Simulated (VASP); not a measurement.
# TaC (Fm-3m) in VASP: further runs

The runs below take TaC through single point, with PBEsol.

Program: VASP 6.6.1. These are calculated values, not measurements. Logs are shortened: lines on timing, memory, paths and dates and some standing lists are left out, and cuts for length are marked.

## (1) The cell of the first run

It takes space group Fm-3m (No. 225, cubic). Conventional cell: a = 4.446 Å, b = 4.446 Å, c = 4.446 Å, α = 90.00°, β = 90.00°, γ = 90.00°. Ta (site symmetry m-3m) has 6 C at 2.22 Å within 2.9 Å. Within 2.9 Å of C (site symmetry m-3m) lie 6 Ta at 2.22 Å.

## (2) Single point, PBEsol

INCAR reads:

```
PREC = Accurate ; ENCUT = 600
EDIFF = 1E-6 ; ISMEAR = -1
SIGMA = 0.01 ; LREAL = False
LASPH = True ; NELM = 120
ALGO = Normal ; ISIF = 2
LWAVE = False ; LCHARG = False
GGA = PS ; NBANDS = 14
GGA_COMPAT = False
```

KPOINTS reads:

```
regular mesh
0
Gamma
  7 7 7
```

POSCAR reads:

```
TaC
1.0
    0.0000000000      2.2230000000      2.2230000000
    2.2230000000      0.0000000000      2.2230000000
    2.2230000000      2.2230000000      0.0000000000
Ta C
1 1
Direct
    0.0000000000      0.0000000000      0.0000000000
    0.5000000000      0.5000000000      0.5000000000
```

Potentials or basis: VASP PAW PBE potentials, release 64 (Ta_pv, C).

Started as:

```bash
> cat potpaw_PBE.64/Ta_pv/POTCAR potpaw_PBE.64/C/POTCAR > POTCAR
> mpirun -np 1 vasp_std > vasp.out
```

OUTCAR:

```text
PREC = Accurate
   ENCUT = 600
   EDIFF = 1E-6
   ISMEAR = -1
   LREAL = False
   LASPH = True
   NELM = 120
   ISIF = 2
   GGA = PS

 ion  position               nearest neighbor table
   1  0.000  0.000  0.000-   2 2.22   2 2.22   2 2.22   2 2.22   2 2.22   2 2.22
   2  0.500  0.500  0.500-   1 2.22   1 2.22   1 2.22   1 2.22   1 2.22   1 2.22

  LATTYP: Found a face centered cubic cell.
 ALAT       =     4.4460000000

  Lattice vectors:

 A1 = (   0.0000000000,   2.2230000000,   2.2230000000)
 A2 = (   2.2230000000,   0.0000000000,   2.2230000000)
 A3 = (   2.2230000000,   2.2230000000,   0.0000000000)

Analysis of symmetry for initial positions (statically):
=====================================================================
 Subroutine PRICEL returns:
 Original cell was already a primitive cell.

 Routine SETGRP: Setting up the symmetry group for a
 face centered cubic supercell.

 Subroutine GETGRP returns: Found 48 space group operations
 (whereof 48 operations were pure point group operations)
 out of a pool of 48 trial point group operations.

The static configuration has the point symmetry O_h .

Analysis of symmetry for dynamics (positions and initial velocities):
=====================================================================
 Subroutine PRICEL returns:
 Original cell was already a primitive cell.

 Routine SETGRP: Setting up the symmetry group for a
 face centered cubic supercell.

 Subroutine GETGRP returns: Found 48 space group operations
 (whereof 48 operations were pure point group operations)
 out of a pool of 48 trial point group operations.

The dynamic configuration has the point symmetry O_h .

 Subroutine INISYM returns: Found 48 space group operations
 (whereof 48 operations are pure point group operations),
 and found     1 'primitive' translations

----------------------------------------------------------------------------------------

                                     Primitive cell

  volume of cell :      21.9709

  direct lattice vectors                    reciprocal lattice vectors
     0.000000000  2.223000000  2.223000000    -0.224921278  0.224921278  0.224921278
     2.223000000  0.000000000  2.223000000     0.224921278 -0.224921278  0.224921278
     2.223000000  2.223000000  0.000000000     0.224921278  0.224921278 -0.224921278

  length of vectors
     3.143796749  3.143796749  3.143796749     0.389575080  0.389575080  0.389575080

  position of ions in fractional coordinates (direct lattice)
     0.000000000  0.000000000  0.000000000
     0.500000000  0.500000000  0.500000000

[... 82 lines left out ...]
   NELECT =      15.0000    total number of electrons
   NUPDOWN=      -1.0000    fix difference up-down
   EMIN   =  10.00;   EMAX   =-10.00  energy-range for DOS
   EFERMI =   0.00;   METHOD = LEGACY
   ISMEAR =    -1;   SIGMA  =   0.01  broadening in eV -4-tet -1-fermi 0-gaus
   EFERMI_NEDOS =   21; number of points for ismear=-14 and -15
   IALGO  =     38    algorithm
   IMIX   =      4    mixing-type and parameters
     AMIX     =   0.40;   BMIX     =  1.00
     AMIX_MAG =   1.60;   BMIX_MAG =  1.00
  volume/ion in A,a.u.               =      10.99        74.13
  Fermi-wavevector in a.u.,A,eV,Ry     =   1.441526  2.724089 28.272865  2.077997
  Thomas-Fermi vector in A             =   2.560148
   LORBIT       =      0    0 simple, 1 ext, 2 COOP (PROOUT), +10 PAW based schemes
   GGA     = PS    functional components
   LHFCALC =     F    Hartree Fock is set to
   AEXX    =    0.0000 exact exchange contribution
   IVDW    =     0    specifies the selected vdW correction
   LEPSILON=     F    determine dielectric tensor
   LRPA    =     F    only Hartree local field effects (RPA)
 non-spin polarized calculation
  energy-cutoff  :      600.00
  volume of cell :       21.97
 maximum number of plane-waves:       748
 NGX is ok and might be reduce to    28
   NGX = 13   NGY = 13   NGZ = 13

 number of electron      14.9999999 magnetization

 Free energy of the ion-electron system (eV)
  ---------------------------------------------------
  ext. energy  EPLUGINS =         0.00000000
  ---------------------------------------------------
  free energy    TOTEN  =       -23.52570649 eV

  energy without entropy =      -23.52476708  energy(sigma->0) =      -23.52523679

 E-fermi :   8.2381     XC(G=0): -13.3578

 val. band max:        8.2338889581   @ k =  -0.4286   0.2857   0.0000
 cond. band min:       8.5333822459   @ k =   0.4286   0.1429   0.0000
 fundamental gap:      0.2994932878
 Fermi energy:         8.2381175266

 k-point     1 :       0.0000    0.0000    0.0000
  band No.  band energies     occupation
      1     -26.6795      2.00000
      2     -26.6795      2.00000
      3     -26.6795      2.00000
      4      -6.5229      2.00000
      5       6.9300      2.00000
      6       6.9300      2.00000
      7       6.9300      2.00000
      8       7.8708      2.00000
      9       7.8708      2.00000
     10       7.8708      2.00000
     11       8.9459      0.00000
     12       8.9459      0.00000
     13      14.9894      0.00000
     14      18.3183      0.00000
[... 309 lines left out ...]
      1     -27.1661      2.00000
      2     -27.1326      2.00000
      3     -26.9043      2.00000
      4      -3.3994      2.00000
      5       2.3211      2.00000
      6       3.3205      2.00000
      7       3.7522      2.00000
      8       9.0863      0.00000
      9      10.5301      0.00000
     10      12.4171      0.00000
     11      13.9178      0.00000
     12      15.0153      0.00000
     13      20.4741      0.00000
     14      21.1383      0.00000

------------------------ aborting loop because EDIFF is reached ----------------------------------------

  FORCE on cell =-STRESS in cart. coord.  units (eV):
  Direction    XX          YY          ZZ          XY          YZ          ZX
  --------------------------------------------------------------------------------------
  -------------------------------------------------------------------------------------
  Total       -0.1041943     -0.1041943     -0.1041943     -0.0000000      0.0000000     -0.0000000
  in kB       -7.5981193     -7.5981193     -7.5981193     -0.0000000      0.0000000     -0.0000000
  external PRESSURE =      -7.5981193 kB  Pullay stress =       0.0000000 kB

 VOLUME and BASIS-vectors are now :
 -----------------------------------------------------------------------------
  energy-cutoff  :      600.00
  volume of cell :       21.97
      direct lattice vectors                 reciprocal lattice vectors
     0.000000000  2.223000000  2.223000000    -0.224921278  0.224921278  0.224921278
     2.223000000  0.000000000  2.223000000     0.224921278 -0.224921278  0.224921278
     2.223000000  2.223000000  0.000000000     0.224921278  0.224921278 -0.224921278

 POSITION                                       TOTAL-FORCE (eV/Angst)
 -----------------------------------------------------------------------------------
      0.00000      0.00000      0.00000        -0.000000     -0.000000     -0.000000
      2.22300      2.22300      2.22300         0.000000      0.000000      0.000000
 -----------------------------------------------------------------------------------
    total drift:                                0.000000      0.000000      0.000000

  FREE ENERGIE OF THE ION-ELECTRON SYSTEM (eV)
  ---------------------------------------------------
  free  energy   TOTEN  =       -23.5257064895 eV

  energy  without entropy=      -23.5247670805  energy(sigma->0) =      -23.52523679
```

stdout:

```text
POSCAR found type information on POSCAR TaC
 POSCAR found :  2 types and       2 ions
 scaLAPACK will be used
 -----------------------------------------------------------------------------
|                                                                             |
|                                                                             |
|     You enforced a specific xc type in the INCAR file but a different       |
|     I HOPE YOU KNOW WHAT YOU ARE DOING!                                     |
|                                                                             |
 -----------------------------------------------------------------------------

 LDA part: xc-table for (Slater+PW92), standard interpolation
 POSCAR, INCAR and KPOINTS ok, starting setup
 FFT: planning ... GRIDC
 FFT: planning ... GRID_SOFT
 FFT: planning ... GRID
 WAVECAR not read
 entering main loop
```

Wall time 13 s (1 thread of AMD EPYC 7R43 (Zen 3), shared host); peak memory 0.13 GiB.

Results:

```
Free energy            : -23.5257 eV
Pressure               : -0.8 GPa
Band gap on the k mesh : zero (an odd number of electrons rules out a gap without spin polarisation)
```

Levels at points of the mesh, in eV from the Fermi level:
| k point | band 6 | band 7 | band 8 | band 9 | band 10 | band 11 |
| --- | --- | --- | --- | --- | --- | --- |
| (0.00, 0.00, 0.00) | -1.31 | -1.31 | -0.37 | -0.37 | -0.37 | 0.71 |

Caveat: the PAW data sets were made with another functional, which shifts forces and pressure a little; spin-orbit coupling is left out, which moves the levels of the heavy elements.

## (3) Single point, PBEsol

INCAR reads:

```
SYSTEM = TaC
ALGO = Normal
EDIFF = 1E-6
ENCUT = 600
GGA = PS
GGA_COMPAT = .False.
ISIF = 2
ISMEAR = -1
LASPH = .True.
LCHARG = .False.
LREAL = .False.
LWAVE = .False.
NBANDS = 14
NELM = 120
PREC = Accurate
SIGMA = 0.01
```

KPOINTS reads:

```
k-points
0
Gamma
  7 7 7
  0 0 0
```

POSCAR is that of step 2.

Potentials or basis: VASP PAW PBE potentials, release 64 (Ta_pv, C).

Started as:

```bash
> cat potpaw_PBE.64/Ta_pv/POTCAR potpaw_PBE.64/C/POTCAR > POTCAR
> mpirun -np 1 vasp_std > vasp.out
```

Wall time 12 s (1 thread of AMD EPYC 7R43 (Zen 3), shared host); peak memory 0.13 GiB.

The run converged. Its results:

```yaml
Free_energy: -23.5257 eV
Pressure: -0.8 GPa
Band_gap_on_the_k_mesh: zero (an odd number of electrons rules out a gap without spin polarisation)
```

Levels at points of the mesh, in eV from the Fermi level:
| k point | band 4 | band 5 | band 6 | band 7 | band 8 | band 9 | band 10 | band 11 | band 12 | band 13 |
| --- | --- | --- | --- | --- | --- | --- | --- | --- | --- | --- |
| (0.00, 0.00, 0.00) | -14.76 | -1.31 | -1.31 | -1.31 | -0.37 | -0.37 | -0.37 | 0.71 | 0.71 | 6.75 |

Caveat: the PAW data sets were made with another functional, which shifts forces and pressure a little; spin-orbit coupling is left out, which moves the levels of the heavy elements.
